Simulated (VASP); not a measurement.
Here is a VASP 6.6.1 calculation.

The input INCAR:

```
SYSTEM = BN
ALGO = Normal ; EDIFF = 1E-6
ENCUT = 600 ; GGA = PE
GGA_COMPAT = .False. ; ISIF = 2
ISMEAR = 0 ; LASPH = .True.
LCHARG = .False. ; LREAL = .False.
LWAVE = .False. ; NBANDS = 11
NELM = 120 ; PREC = Accurate
SIGMA = 0.01
```

KPOINTS

```
k-points
0
Gamma
  6 6 6
  0 0 0
```

Contents of POSCAR:

```
BN
1.0
    0.0000000000      1.8130010000      1.8130010000
    1.8130010000      0.0000000000      1.8130010000
    1.8130010000      1.8130010000      0.0000000000
N B
1 1
Direct
    0.2500000000      0.2500000000      0.2500000000
    0.0000000000      0.0000000000      0.0000000000
```

Potentials or basis: VASP PAW PBE potentials, release 64 (N, B).

Run with:

```bash
$ cat potpaw_PBE.64/N/POTCAR potpaw_PBE.64/B/POTCAR > POTCAR
$ mpirun -np 1 vasp_std > vasp.out
```

(1) What does it give for the pressure?

(2) Estimate the band gap on the k mesh.

## Answers

(1) -0.4 GPa.

(2) 4.45 eV, indirect (least direct gap 8.77 eV).

Caveat: the k points lie up to 0.50 Å⁻¹ apart.
